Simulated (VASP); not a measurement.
# HfO2 (Fm-3m) in VASP: notebook

Runs on HfO2. Level: LDA. Tasks: single point.

All numbers are computed with VASP 6.6.1; they aren't measurements. Logs are shortened: lines on timing, memory, paths and dates and some standing lists are left out, and cuts for length are marked.

## Step 1: The cell of the first run

Symmetry: Fm-3m, No. 225, cubic system. The conventional cell has a = 5.115 Å, b = 5.115 Å, c = 5.115 Å, α = 90.00°, β = 90.00°, γ = 90.00°. Within 2.9 Å of Hf (site symmetry m-3m) lie 8 O at 2.21 Å. O (site symmetry -43m) has 4 Hf at 2.21 Å and 6 O at 2.56 Å within 2.9 Å.

## Step 2: Single point, LDA

Contents of INCAR:

```
SYSTEM = HfO2
PREC     = Accurate       ! precision mode
ENCUT    = 520            ! plane-wave cutoff, eV
EDIFF    = 1E-6           ! SCF threshold, eV
ISMEAR   = 0              ! smearing method
SIGMA    = 0.05           ! smearing width, eV
LREAL    = .False.        ! projectors in reciprocal space
LASPH    = .True.         ! aspherical terms in the spheres
NELM     = 100            ! most SCF steps
ALGO     = Normal         ! electronic algorithm
ISIF     = 2              ! what is computed and relaxed
LWAVE    = .False.        ! write WAVECAR
LCHARG   = .False.        ! write CHGCAR
NBANDS   = 18             ! bands
```

Contents of KPOINTS:

```
Automatic mesh
0
Gamma
  8 8 8
  0 0 0
```

Contents of POSCAR:

```
HfO2
1.0
    0.0000000000      2.5575000000      2.5575000000
    2.5575000000      0.0000000000      2.5575000000
    2.5575000000      2.5575000000      0.0000000000
Hf O
1 2
Direct
    0.0000000000      0.0000000000      0.0000000000
    0.2500000000      0.2500000000      0.2500000000
    0.7500000000      0.7500000000      0.7500000000
```

Potentials or basis: VASP PAW LDA potentials, release 64 (Hf_pv, O).

Launch:

```console
> cat potpaw_LDA.64/Hf_pv/POTCAR potpaw_LDA.64/O/POTCAR > POTCAR
> mpirun -np 1 vasp_std > vasp.out
```

OUTCAR:

```text
SYSTEM = HfO2
   PREC = Accurate
   ENCUT = 520
   EDIFF = 1E-6
   ISMEAR = 0
   LREAL = .False.
   LASPH = .True.
   NELM = 100
   ISIF = 2

 ion  position               nearest neighbor table
   1  0.000  0.000  0.000-   3 2.21   3 2.21   3 2.21   2 2.21   3 2.21   2 2.21   2 2.21   2 2.21

   2  0.250  0.250  0.250-   1 2.21   1 2.21   1 2.21   1 2.21
   3  0.750  0.750  0.750-   1 2.21   1 2.21   1 2.21   1 2.21

  LATTYP: Found a face centered cubic cell.
 ALAT       =     5.1150000000

  Lattice vectors:

 A1 = (   0.0000000000,   2.5575000000,   2.5575000000)
 A2 = (   2.5575000000,   0.0000000000,   2.5575000000)
 A3 = (   2.5575000000,   2.5575000000,   0.0000000000)

Analysis of symmetry for initial positions (statically):
=====================================================================
 Subroutine PRICEL returns:
 Original cell was already a primitive cell.

 Routine SETGRP: Setting up the symmetry group for a
 face centered cubic supercell.

 Subroutine GETGRP returns: Found 48 space group operations
 (whereof 48 operations were pure point group operations)
 out of a pool of 48 trial point group operations.

The static configuration has the point symmetry O_h .

Analysis of symmetry for dynamics (positions and initial velocities):
=====================================================================
 Subroutine PRICEL returns:
 Original cell was already a primitive cell.

 Routine SETGRP: Setting up the symmetry group for a
 face centered cubic supercell.

 Subroutine GETGRP returns: Found 48 space group operations
 (whereof 48 operations were pure point group operations)
 out of a pool of 48 trial point group operations.

The dynamic configuration has the point symmetry O_h .

 Subroutine INISYM returns: Found 48 space group operations
 (whereof 48 operations are pure point group operations),
 and found     1 'primitive' translations

----------------------------------------------------------------------------------------

                                     Primitive cell

  volume of cell :      33.4562

  direct lattice vectors                    reciprocal lattice vectors
     0.000000000  2.557500000  2.557500000    -0.195503421  0.195503421  0.195503421
     2.557500000  0.000000000  2.557500000     0.195503421 -0.195503421  0.195503421
     2.557500000  2.557500000  0.000000000     0.195503421  0.195503421 -0.195503421

  length of vectors
     3.616851186  3.616851186  3.616851186     0.338621859  0.338621859  0.338621859

  position of ions in fractional coordinates (direct lattice)
     0.000000000  0.000000000  0.000000000
     0.250000000  0.250000000  0.250000000
     0.750000000  0.750000000  0.750000000

  ion indices of the primitive-cell ions
   primitive index   ion index
                 1           1
                 2           2
                 3           3

----------------------------------------------------------------------------------------

 KPOINTS: Automatic mesh

Automatic generation of k-mesh.
 Grid dimensions read from file:
 generate k-points for:    8    8    8

 Generating k-lattice:

  Cartesian coordinates                     Fractional coordinates (reciprocal lattice)
    -0.024437928  0.024437928  0.024437928     0.125000000  0.000000000  0.000000000
     0.024437928 -0.024437928  0.024437928     0.000000000  0.125000000  0.000000000
     0.024437928  0.024437928 -0.024437928     0.000000000  0.000000000  0.125000000

  Length of vectors
     0.042327732  0.042327732  0.042327732

  Shift w.r.t. Gamma in fractional coordinates (k-lattice)
     0.000000000  0.000000000  0.000000000

 Subroutine IBZKPT returns following result:
 ===========================================

 Found     29 irreducible k-points:

 Following reciprocal coordinates:
            Coordinates               Weight
  0.000000  0.000000  0.000000      1.000000
  0.125000  0.000000  0.000000      8.000000
  0.250000  0.000000  0.000000      8.000000
  0.375000  0.000000  0.000000      8.000000
  0.500000  0.000000  0.000000      4.000000
  0.125000  0.125000  0.000000      6.000000
[... 16 lines left out ...]
  0.500000  0.250000  0.125000     48.000000
 -0.375000  0.250000  0.125000     24.000000
 [... further k-points ...]
   k-points           NKPTS =     29   k-points in BZ     NKDIM =     29   number of bands    NBANDS=     18
   number of dos      NEDOS =    301   number of ions     NIONS =      3
   total plane-waves  NPLWV =  21952
   dimension x,y,z NGX =    28 NGY =   28 NGZ =   28
   dimension x,y,z NGXF=    56 NGYF=   56 NGZF=   56
   ions per type =               1   2
   NGX,Y,Z   is equivalent  to a cutoff of  12.87, 12.87, 12.87 a.u.
   NGXF,Y,Z  is equivalent  to a cutoff of  25.74, 25.74, 25.74 a.u.
 SYSTEM =  HfO2
   PREC   = accura    normal or accurate (medium, high low for compatibility)
   ISTART =      0    job   : 0-new  1-cont  2-samecut
   ICHARG =      2    charge: 1-file 2-atom 10-const
   ISPIN  =      1    spin polarized calculation?
   LNONCOLLINEAR =      F non collinear calculations
   LSORBIT =      F    spin-orbit coupling
   LASPH  =      T    aspherical Exc in radial PAW
   ENCUT  =  520.0 eV  38.22 Ry    6.18 a.u.   6.72  6.72  6.72*2*pi/ulx,y,z
   NELM   =    100;   NELMIN=  2; NELMDL= -5     # of ELM steps
   EDIFF  = 0.1E-05   stopping-criterion for ELM
   LREAL  =      F    real-space projection
   EDIFFG = 0.1E-04   stopping-criterion for IOM
   NSW    =      0    number of steps for IOM
   IBRION =     -1    ionic relax: 0-MD 1-quasi-New 2-CG
   NFREE  =      0    steps in history (QN), initial steepest desc. (CG)
   ISIF   =      2    stress and relaxation
   ISYM   =      2    0-nonsym 1-usesym 2-fastsym
   POTIM  = 0.5000    time-step for ionic-motion
   TEBEG  =    0.0;   TEEND  =   0.0 temperature during run
   PSTRESS=    0.0 pullay stress
   NELECT =      22.0000    total number of electrons
   NUPDOWN=      -1.0000    fix difference up-down
   EMIN   =  10.00;   EMAX   =-10.00  energy-range for DOS
   EFERMI =   0.00;   METHOD = LEGACY
   ISMEAR =     0;   SIGMA  =   0.05  broadening in eV -4-tet -1-fermi 0-gaus
   EFERMI_NEDOS =   21; number of points for ismear=-14 and -15
   IALGO  =     38    algorithm
   IMIX   =      4    mixing-type and parameters
     AMIX     =   0.40;   BMIX     =  1.00
     AMIX_MAG =   1.60;   BMIX_MAG =  1.00
  volume/ion in A,a.u.               =      11.15        75.26
  Fermi-wavevector in a.u.,A,eV,Ry     =   1.423607  2.690227 27.574337  2.026657
  Thomas-Fermi vector in A             =   2.544186
   LORBIT       =      0    0 simple, 1 ext, 2 COOP (PROOUT), +10 PAW based schemes
   GGA     = CA    functional components
   LHFCALC =     F    Hartree Fock is set to
   AEXX    =    0.0000 exact exchange contribution
   IVDW    =     0    specifies the selected vdW correction
   LEPSILON=     F    determine dielectric tensor
   LRPA    =     F    only Hartree local field effects (RPA)
 non-spin polarized calculation
 Gauss-broadening in eV      SIGMA  =   0.05
  energy-cutoff  :      520.00
  volume of cell :       33.46
 maximum number of plane-waves:       934
   NGX = 13   NGY = 13   NGZ = 13

 number of electron      21.9999993 magnetization

 Free energy of the ion-electron system (eV)
  ---------------------------------------------------
  ext. energy  EPLUGINS =         0.00000000
  ---------------------------------------------------
  free energy    TOTEN  =       -32.91046469 eV

  energy without entropy =      -32.91046469  energy(sigma->0) =      -32.91046469

 E-fermi :   4.0620     XC(G=0): -12.1748

 val. band max:        3.8232890038   @ k =   0.5000   0.5000   0.0000
 cond. band min:       7.3474936898   @ k =   0.5000   0.5000   0.0000
 fundamental gap:      3.5242046860
 Fermi energy:         4.0620304394

 k-point     1 :       0.0000    0.0000    0.0000
  band No.  band energies     occupation
      1     -25.7882      2.00000
      2     -25.7882      2.00000
      3     -25.7882      2.00000
      4     -14.4849      2.00000
      5     -11.4575      2.00000
      6      -1.4221      2.00000
[... 10 lines left out ...]
     17      13.8606      0.00000
     18      16.2670      0.00000

 k-point     2 :       0.1250    0.0000    0.0000
  band No.  band energies     occupation
      1     -25.8495      2.00000
      2     -25.7950      2.00000
      3     -25.7950      2.00000
      4     -14.2829      2.00000
      5     -11.6265      2.00000
      6      -1.2753      2.00000
[... 10 lines left out ...]
     17      13.6047      0.00000
     18      16.2617      0.00000

 k-point     3 :       0.2500    0.0000    0.0000
  band No.  band energies     occupation
      1     -25.9922      2.00000
      2     -25.8114      2.00000
      3     -25.8114      2.00000
      4     -13.7998      2.00000
      5     -11.9703      2.00000
      6      -0.9124      2.00000
[... 10 lines left out ...]
     17      13.1455      0.00000
     18      15.9624      0.00000

 k-point     4 :       0.3750    0.0000    0.0000
  band No.  band energies     occupation
      1     -26.1283      2.00000
      2     -25.8277      2.00000
      3     -25.8277      2.00000
      4     -13.3707      2.00000
      5     -12.1839      2.00000
      6      -0.5530      2.00000
[... 375 lines left out ...]
      4     -13.3876      2.00000
      5     -12.2225      2.00000
      6      -0.9253      2.00000
[... 10 lines left out ...]
     17      13.2784      0.00000
     18      16.2249      0.00000

 k-point    23 :       0.5000    0.2500    0.1250
  band No.  band energies     occupation
      1     -26.1024      2.00000
      2     -25.9272      2.00000
      3     -25.8509      2.00000
      4     -12.9993      2.00000
      5     -12.3870      2.00000
      6      -0.9425      2.00000
[... 10 lines left out ...]
     17      14.1772      0.00000
     18      16.1711      0.00000

 k-point    24 :      -0.3750    0.2500    0.1250
  band No.  band energies     occupation
      1     -26.1289      2.00000
      2     -25.9470      2.00000
      3     -25.8601      2.00000
      4     -12.9030      2.00000
      5     -12.3736      2.00000
      6      -0.9499      2.00000
[... 10 lines left out ...]
     17      14.4083      0.00000
     18      16.1440      0.00000

 [... further k-points ...]
[... 5 lines left out ...]
  --------------------------------------------------------------------------------------
  -------------------------------------------------------------------------------------
  Total       -4.0313593     -4.0313593     -4.0313593      0.0000000      0.0000000      0.0000000
  in kB     -193.0568268   -193.0568268   -193.0568268      0.0000000      0.0000000      0.0000000
  external PRESSURE =    -193.0568268 kB  Pullay stress =       0.0000000 kB

 VOLUME and BASIS-vectors are now :
 -----------------------------------------------------------------------------
  energy-cutoff  :      520.00
  volume of cell :       33.46
      direct lattice vectors                 reciprocal lattice vectors
     0.000000000  2.557500000  2.557500000    -0.195503421  0.195503421  0.195503421
     2.557500000  0.000000000  2.557500000     0.195503421 -0.195503421  0.195503421
     2.557500000  2.557500000  0.000000000     0.195503421  0.195503421 -0.195503421

 POSITION                                       TOTAL-FORCE (eV/Angst)
 -----------------------------------------------------------------------------------
      0.00000      0.00000      0.00000        -0.000000     -0.000000     -0.000000
      1.27875      1.27875      1.27875         0.000000      0.000000      0.000000
      3.83625      3.83625      3.83625        -0.000000     -0.000000     -0.000000
 -----------------------------------------------------------------------------------
    total drift:                                0.000000      0.000000      0.000000

  FREE ENERGIE OF THE ION-ELECTRON SYSTEM (eV)
  ---------------------------------------------------
  free  energy   TOTEN  =       -32.9104646924 eV

  energy  without entropy=      -32.9104646924  energy(sigma->0) =      -32.91046469
```

Wall time 43 s (1 thread of AMD EPYC, shared host); peak memory 0.12 GiB.

What came out:

```
Free energy            : -32.9105 eV
Pressure               : -19.3 GPa
Band gap on the k mesh : 3.52 eV, direct
```

Caveat: spin-orbit coupling is left out, which moves the levels of the heavy elements. A k mesh can miss the band edges.

## Step 3: Single point, LDA

This run uses another cell than the first one: it holds 12 atoms, not 3.

Contents of INCAR:

```
SYSTEM = HfO2
PREC = Accurate ; ENCUT = 520
EDIFF = 1E-6 ; ISMEAR = 0
SIGMA = 0.05 ; LREAL = .False.
LASPH = .True. ; NELM = 100
ALGO = Normal ; ISIF = 2
LWAVE = .False. ; LCHARG = .False.
GGA = CA ; NBANDS = 56
```

Contents of KPOINTS:

```
Automatic mesh
0
Gamma
  6 6 6
  0 0 0
```

Contents of POSCAR:

```
HfO2
1.0
    5.1150000000      0.0000000000      0.0000000000
    0.0000000000     -5.1150000000      0.0000000000
    0.0000000000      0.0000000000     -5.1150000000
Hf O
4 8
Direct
    0.0000000000      0.5000000000      0.5000000000
    0.5000000000      0.0000000000      0.5000000000
    0.5000000000      0.5000000000      0.0000000000
    0.0000000000      0.0000000000      0.0000000000
    0.2500000000      0.2500000000      0.2500000000
    0.7500000000      0.7500000000      0.2500000000
    0.7500000000      0.2500000000      0.7500000000
    0.2500000000      0.7500000000      0.7500000000
    0.7500000000      0.7500000000      0.7500000000
    0.2500000000      0.2500000000      0.7500000000
    0.2500000000      0.7500000000      0.2500000000
    0.7500000000      0.2500000000      0.2500000000
```

Potentials or basis: VASP PAW LDA potentials, release 64 (Hf_pv, O).

Launch:

```console
> cat potpaw_LDA.64/Hf_pv/POTCAR potpaw_LDA.64/O/POTCAR > POTCAR
> mpirun -np 1 vasp_std > vasp.out
```

Run time: 2.5 min. Hardware: 1 thread of Intel Xeon 6975P-C, shared host; peak memory 0.26 GiB.

Results (log left out):

```
Free energy            : -131.6423 eV
Pressure               : -19.3 GPa
Band gap on the k mesh : 3.52 eV
```

Levels at points of the mesh, in eV from the valence-band top:
| k point | band 40 | band 41 | band 42 | band 43 | band 44 | band 45 | band 46 | band 47 | band 48 | band 49 |
| --- | --- | --- | --- | --- | --- | --- | --- | --- | --- | --- |
| (0.00, 0.00, 0.00) | -0.60 | -0.60 | 0.00 | 0.00 | 0.00 | 3.52 | 3.52 | 3.52 | 3.62 | 3.62 |
| (0.50, 0.00, 0.00) | -0.67 | -0.67 | -0.67 | -0.20 | -0.20 | 4.21 | 4.21 | 4.32 | 4.32 | 4.56 |
| (0.50, 0.50, 0.00) | -2.06 | -0.70 | -0.70 | -0.70 | -0.70 | 4.06 | 4.06 | 4.06 | 4.06 | 4.97 |
| (0.50, 0.50, 0.50) | -1.81 | -1.81 | -1.81 | -1.81 | -1.81 | 4.33 | 4.33 | 4.33 | 4.33 | 4.33 |

Caveat: spin-orbit coupling is left out, which moves the levels of the heavy elements. As with any semilocal functional, this LDA gap is likely too small.

## Step 4: Single point, LDA

This run uses another cell than the first one: it holds 12 atoms, not 3.

Contents of INCAR:

```
SYSTEM = HfO2
ALGO = Normal ; EDIFF = 1E-6
ENCUT = 520 ; GGA = CA
ISIF = 2 ; ISMEAR = 0
LASPH = .TRUE. ; LCHARG = .TRUE.
LELF = .TRUE. ; LREAL = .FALSE.
LVHAR = .TRUE. ; LWAVE = .FALSE.
NBANDS = 56 ; NELM = 100
PREC = Accurate ; SIGMA = 0.05
```

Contents of KPOINTS:

```
k-points
0
G
  6 6 3
  0 0 0
```

Contents of POSCAR:

```
HfO2
1.0
   -2.5575000000     -2.5575000000      0.0000000000
    2.5575000000     -2.5575000000      0.0000000000
    0.0000000000      0.0000000000     10.2300000000
Hf O
4 8
Direct
    0.0000000000      0.0000000000      0.0000000000
    0.5000000000      0.5000000000      0.2500000000
    0.0000000000      0.0000000000      0.5000000000
    0.5000000000      0.5000000000      0.7500000000
    0.5000000000      0.0000000000      0.1250000000
    0.0000000000      0.5000000000      0.3750000000
    0.5000000000      0.0000000000      0.6250000000
    0.0000000000      0.5000000000      0.8750000000
    0.5000000000      0.0000000000      0.3750000000
    0.0000000000      0.5000000000      0.6250000000
    0.5000000000      0.0000000000      0.8750000000
    0.0000000000      0.5000000000      0.1250000000
```

Launch:

```console
> cat potpaw_LDA.64/Hf_pv/POTCAR potpaw_LDA.64/O/POTCAR > POTCAR
> mpirun -np 1 vasp_std > vasp.out
```

Wall time 2 min (1 thread of Intel Xeon Platinum 8375C at 2.90GHz (Ice Lake), shared host); peak memory 0.26 GiB.

It converged, with:

| Property | Result |
| --- | --- |
| Free energy | -131.6423 eV |
| Pressure | -19.3 GPa |
| Band gap on the k mesh | 3.52 eV |

Levels at points of the mesh, in eV from the valence-band top:
| k point | band 41 | band 42 | band 43 | band 44 | band 45 | band 46 | band 47 | band 48 |
| --- | --- | --- | --- | --- | --- | --- | --- | --- |
| (0.00, 0.00, 0.00) | -0.60 | -0.60 | -0.60 | 0.00 | 3.52 | 3.62 | 3.62 | 4.21 |
| (0.50, 0.00, 0.00) | -1.81 | -1.81 | -0.70 | -0.70 | 4.06 | 4.06 | 4.33 | 4.33 |
| (0.50, 0.50, 0.00) | -0.20 | -0.20 | 0.00 | 0.00 | 3.52 | 3.52 | 4.56 | 4.56 |

Caveat: spin-orbit coupling is left out, which moves the levels of the heavy elements.

## Step 5: Summary

```tsv
cell	k mesh	gap on the mesh (eV)	pressure (GPa)
a = 3.617 Å, angles 60.0°, 3 atoms	8 × 8 × 8	3.52	-19.3
a = 5.115 Å, 12 atoms	6 × 6 × 6	3.52	-19.3
a = 3.617, b = 3.617, c = 10.230 Å, 12 atoms	6 × 6 × 3	3.52	-19.3
```

Alike in all rows: task single point; level LDA; potentials or basis VASP PAW LDA potentials, release 64 (Hf_pv, O); no spin polarisation; cutoff (eV) 520; smearing gaussian 0.05 eV.

Caveats: spin-orbit coupling is left out, which moves the levels of the heavy elements.

Absolute energies hang on the potentials; compare differences alone.
